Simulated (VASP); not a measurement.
# Mg in VASP: notebook, part 3 of 3

VASP 6.6.1. Earlier steps stand in the parts before.

## Step 6: Electric field gradients, PBE (equal xy, yz and zx shear strains of +2 %)

The input, INCAR:

```
SYSTEM = Mg
ALGO = Normal
EDIFF = 1E-8
ENCUT = 520
GGA = PE
ISIF = 2
ISMEAR = -1
LASPH = .TRUE.
LCHARG = .FALSE.
LEFG = .TRUE.
LREAL = .FALSE.
LWAVE = .FALSE.
NBANDS = 7
NELM = 80
PREC = Accurate
SIGMA = 0.03
```

The input, KPOINTS:

```
k-points
0
G
  16 16 16
  0 0 0
```

The input, POSCAR:

```
Mg
1.0
    0.0448851200      2.2666985600      2.2666985600
    2.2666985600      0.0448851200      2.2666985600
    2.2666985600      2.2666985600      0.0448851200
Mg
1
Direct
    0.0000000000      0.0000000000      0.0000000000
```

Potentials or basis: VASP PAW PBE potentials, release 64 (Mg).

Started as:

```sh
$ cat potpaw_PBE.64/Mg/POTCAR > POTCAR
$ mpirun -np 1 vasp_std > vasp.out
```

OUTCAR:

```text
SYSTEM = Mg
   EDIFF = 1E-8
   ENCUT = 520
   GGA = PE
   ISIF = 2
   ISMEAR = -1
   LASPH = .TRUE.
   LREAL = .FALSE.
   NELM = 80
   PREC = Accurate

 ion  position               nearest neighbor table
   1  0.000  0.000  0.000-

  LATTYP: Found a trigonal (rhomboedric) cell.
 ALAT       =     3.2059100733
 COS(alpha) =     0.5197000882

  Lattice vectors:

 A1 = (   0.0448851200,   2.2666985600,   2.2666985600)
 A2 = (   2.2666985600,   0.0448851200,   2.2666985600)
 A3 = (   2.2666985600,   2.2666985600,   0.0448851200)

Analysis of symmetry for initial positions (statically):
=====================================================================
 Subroutine PRICEL returns:
 Original cell was already a primitive cell.

 Routine SETGRP: Setting up the symmetry group for a
 trigonal (rhombohedral) supercell.

 Subroutine GETGRP returns: Found 12 space group operations
 (whereof 12 operations were pure point group operations)
 out of a pool of 12 trial point group operations.

The static configuration has the point symmetry D_3d.

Analysis of symmetry for dynamics (positions and initial velocities):
=====================================================================
 Subroutine PRICEL returns:
 Original cell was already a primitive cell.

 Routine SETGRP: Setting up the symmetry group for a
 trigonal (rhombohedral) supercell.

 Subroutine GETGRP returns: Found 12 space group operations
 (whereof 12 operations were pure point group operations)
 out of a pool of 12 trial point group operations.

The dynamic configuration has the point symmetry D_3d.

[... 151 lines left out ...]
  band No.  band energies     occupation
      1      -4.2847      2.00000
      2      14.6213      0.00000
      3      15.4271      0.00000
      4      15.4271      0.00000
      5      16.3646      0.00000
      6      17.4850      0.00000
      7      17.4850      0.00000
[... 221 lines left out ...]
 k-point    24 :      -0.0625    0.0625    0.0000
  band No.  band energies     occupation
      1      -4.0461      2.00000
      2      13.0410      0.00000
      3      13.7344      0.00000
      4      15.1401      0.00000
      5      16.5520      0.00000
      6      17.7359      0.00000
      7      18.2277      0.00000

 [... further k-points ...]

------------------------ aborting loop because EDIFF is reached ----------------------------------------

  FORCE on cell =-STRESS in cart. coord.  units (eV):
  Direction    XX          YY          ZZ          XY          YZ          ZX
  --------------------------------------------------------------------------------------
  -------------------------------------------------------------------------------------
  Total        0.1066305      0.1066305      0.1066305     -0.0507992     -0.0507992     -0.0507992
  in kB        7.5591704      7.5591704      7.5591704     -3.6012182     -3.6012182     -3.6012182
  external PRESSURE =       7.5591704 kB  Pullay stress =       0.0000000 kB

 VOLUME and BASIS-vectors are now :
 -----------------------------------------------------------------------------
  energy-cutoff  :      520.00
  volume of cell :       22.60
      direct lattice vectors                 reciprocal lattice vectors
     0.044885120  2.266698560  2.266698560    -0.227247685  0.222835109  0.222835109
     2.266698560  0.044885120  2.266698560     0.222835109 -0.227247685  0.222835109
     2.266698560  2.266698560  0.044885120     0.222835109  0.222835109 -0.227247685

 POSITION                                       TOTAL-FORCE (eV/Angst)
 -----------------------------------------------------------------------------------
      0.00000      0.00000      0.00000         0.000000      0.000000     -0.000000
 -----------------------------------------------------------------------------------
    total drift:                                0.000000     -0.000000     -0.000000

  FREE ENERGIE OF THE ION-ELECTRON SYSTEM (eV)
  ---------------------------------------------------
  free  energy   TOTEN  =        -1.4899005634 eV

  energy  without entropy=       -1.4884036586  energy(sigma->0) =       -1.48915211

 Electric field gradients (V/A^2)
---------------------------------------------------------------------
 ion       V_xx      V_yy      V_zz      V_xy      V_xz      V_yz
---------------------------------------------------------------------
   1      -0.000     0.000    -0.000     0.751     0.751     0.751
---------------------------------------------------------------------

 Electric field gradients after diagonalization (V/A^2)
 (convention: |V_zz| > |V_xx| > |V_yy|)
----------------------------------------------------------------------
 ion       V_xx      V_yy      V_zz     asymmetry (V_yy - V_xx)/ V_zz
----------------------------------------------------------------------
   1      -0.751    -0.751     1.502       0.000
----------------------------------------------------------------------

           NMR quadrupolar parameters

 Cq : quadrupolar parameter    Cq=e*Q*V_zz/h
 eta: asymmetry parameters     (V_yy - V_xx)/ V_zz
 Q  : nuclear electric quadrupole moment in mb (millibarn)
----------------------------------------------------------------------
 ion       Cq(MHz)       eta       Q (mb)
----------------------------------------------------------------------
   1       0.004       0.000       1.000
----------------------------------------------------------------------
```

stdout:

```text
POSCAR found type information on POSCAR Mg
 POSCAR found :  1 types and       1 ions
 scaLAPACK will be used
 LDA part: xc-table for (Slater+PW92), standard interpolation
 POSCAR, INCAR and KPOINTS ok, starting setup
 FFT: planning ... GRIDC
 FFT: planning ... GRID_SOFT
 FFT: planning ... GRID
 WAVECAR not read
 entering main loop
ion   1
```

Run time: 28 s. Hardware: 1 thread of Intel Xeon Platinum 8488C (Sapphire Rapids), shared host; peak memory 0.19 GiB.

Results:

| Quantity | Value |
| --- | --- |
| Free energy | -1.4899 eV |
| Pressure | 0.8 GPa |
| Band gap on the k mesh | zero (band 1 reaches 4.11 eV, above the bottom of band 2 at 1.14 eV) |

Levels at points of the mesh, in eV from the Fermi level:
```
           k point  band 1  band 2  band 3  band 4
(0.00, 0.00, 0.00)   -6.98   11.92   12.73   12.73
(0.50, 0.00, 0.00)   -1.67   -1.18   11.00   11.54
(0.50, 0.50, 0.00)   -0.22    0.82    6.11    6.75
(0.50, 0.50, 0.50)   -1.87   -1.55   11.65   11.65
```

Electric field gradients, principal values (V/Å²):
```
atom   least  middle  greatest (by size)
1 Mg  -0.751  -0.751               1.502
```

Caveat: the cell differs from its parent crystal (equal xy, yz and zx shear strains of +2 %); without QUAD_EFG the Cq values of the log hold for a quadrupole moment of 1 mb, not for the nuclei.

## Step 7: Overview

| cell | gap on the mesh (eV) | pressure (GPa) |
| --- | --- | --- |
| a = 3.206, b = 3.206, c = 3.174 Å, angles 60.3, 60.3, 59.3°, 1 atom | none | 0.0 |
| a = 3.127 Å, angles 62.0°, 1 atom | none | 0.8 |
| a = 3.158 Å, angles 60.7°, 1 atom | none | 0.7 |
| a = 3.206 Å, angles 58.7°, 1 atom | none | 0.8 |

Alike in all rows: task electric field gradients; level PBE; potentials or basis VASP PAW PBE potentials, release 64 (Mg); no spin polarisation; k mesh 16 × 16 × 16; cutoff (eV) 520; smearing fermi-dirac 0.03 eV.

Absolute energies hang on the potentials; compare differences alone.
